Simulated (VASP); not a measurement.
A run of VASP 6.6.1:

Contents of POSCAR:

```
SiO2
1.0
    5.0006544470      0.0000000000      0.0000000000
   -2.5003272235      4.3306937867      0.0000000000
    0.0000000000      0.0000000000      5.5024821245
Si O
3 6
Direct
    0.0000000000      0.5000000000      0.3333333333
    0.5000000000      0.5000000000      0.6666666667
    0.5000000000      0.0000000000      0.0000000000
    0.5886811059      0.7943405529      0.8333333333
    0.7943405529      0.5886811059      0.5000000000
    0.7943405529      0.2056594471      0.1666666667
    0.4113188941      0.2056594471      0.8333333333
    0.2056594471      0.4113188941      0.5000000000
    0.2056594471      0.7943405529      0.1666666667
```

Contents of INCAR.step1:

```
ALGO     = Normal         # electronic algorithm
EDIFF    = 1E-4           # SCF threshold, eV
ENCUT    = 520            # plane-wave cutoff, eV
GGA      = PE             # functional
ISMEAR   = 0              # smearing method
LASPH    = True           # aspherical terms in the spheres
LCHARG   = False          # write CHGCAR
LREAL    = False          # projectors in reciprocal space
LWAVE    = True           # write WAVECAR
NBANDS   = 34             # bands
NELM     = 60             # most SCF steps
PREC     = Accurate       # precision mode
SIGMA    = 0.02           # smearing width, eV
```

Contents of INCAR.step2:

```
ALGO     = Normal         # electronic algorithm
EDIFF    = 1E-6           # SCF threshold, eV
ENCUT    = 520            # plane-wave cutoff, eV
ISIF     = 2              # what is computed and relaxed
ISMEAR   = 0              # smearing method
ISTART   = 1            
LASPH    = True           # aspherical terms in the spheres
LCHARG   = True           # write CHGCAR
LELF     = True           # ELF
LMIXTAU  = True         
LREAL    = False          # projectors in reciprocal space
LVHAR    = True         
LWAVE    = False          # write WAVECAR
METAGGA  = R2SCAN         # meta-GGA
NBANDS   = 34             # bands
NELM     = 60             # most SCF steps
PREC     = Accurate       # precision mode
SIGMA    = 0.02           # smearing width, eV
```

KPOINTS

```
k-points
0
Gamma
  6 6 4
```

Potentials or basis: VASP PAW PBE potentials, release 64 (Si, O).

Launch:

```sh
$ cat potpaw_PBE.64/Si/POTCAR potpaw_PBE.64/O/POTCAR > POTCAR
$ cp INCAR.step1 INCAR
$ mpirun -np 1 vasp_std > vasp.out
$ cp INCAR.step2 INCAR
$ mpirun -np 1 vasp_std > vasp.out
```

Hardware: 1 thread of Intel(R) Xeon(R) 6975P-C (Granite Rapids), on a shared host.

Estimate the wall time of this run.

Run time: 2.2 min on 1 thread of Intel(R) Xeon(R) 6975P-C (Granite Rapids), with other jobs on the host, peak memory 0.29 GiB. Counts: k points 21.
